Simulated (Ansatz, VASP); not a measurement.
**Two plane-wave programs on Sc**

INCAR

```
ALGO     = Normal         # electronic algorithm
EDIFF    = 1E-7           # SCF threshold, eV
ENCUT    = 520            # plane-wave cutoff, eV
GGA      = PE             # functional
ISIF     = 2              # what is computed and relaxed
ISMEAR   = -1             # smearing method
LASPH    = True           # aspherical terms in the spheres
LCHARG   = True           # write CHGCAR
LELF     = True           # ELF
LREAL    = False          # projectors in reciprocal space
LVHAR    = True         
LWAVE    = False          # write WAVECAR
NBANDS   = 12             # bands
NELM     = 80             # most SCF steps
PREC     = Accurate       # precision mode
SIGMA    = 0.1            # smearing width, eV
```

The input KPOINTS:

```
k-points
0
Gamma
  15 15 14
```

File POSCAR:

```
Sc
1.0
    2.7938789358      0.0000000000      0.0000000000
   -1.3969394679      2.4195701335      0.0000000000
    0.0000000000      0.0000000000      2.5499284700
Sc
1
Direct
    0.0000000000      0.0000000000      0.0000000000
```

Input for Ansatz:

```yaml
crystal:
  lattice:
    - [2.7938789358, 0.0, 0.0]
    - [-1.3969394679, 2.4195701335, 0.0]
    - [0.0, 0.0, 2.54992847]
  atoms:
    - { symbol: Sc, position: [0.0, 0.0, 0.0] }
kpoints:
  mp_grid: { grid: [15, 15, 14] }
scf:
  occupations: { method: fermi_dirac, width: 0.1 }
hamiltonian:
  xc: pbe
  pseudopotentials: { kind: paw }
output:
  forces: true
  stress: true
  eigenvalues: true
  populations: true
```

Change from the starting cell: volume scaled by 0.68, PAW files.

Alike in both runs: task single point; functional PBE; k mesh 15 × 15 × 14; occupations fermi-dirac, width 0.1 eV; no spin polarisation.

|  | VASP | Ansatz |
| --- | --- | --- |
| version | VASP 6.6.1 | Ansatz 0.2.0 |
| potentials or method | VASP PAW PBE potentials, release 64 (Sc_sv) | PAW with Ansatz's default frozen-core files, scalar-relativistic |
| plane-wave cutoff (eV) | 520 | 420 |
| valence electrons in the cell | 11 | 11 |

|  | VASP | Ansatz | Ansatz less VASP |
| --- | --- | --- | --- |
| pressure (GPa) | 30.3 | 30.0 | -0.33 |
| traceless stress, the component that is largest in VASP (GPa) | 0.27 | 0.09 | -0.184 |

Both programs put the cell under a high pressure, so it lies far from rest at this level. The functional is the same, so the differences come from potentials, cutoffs and numerics.
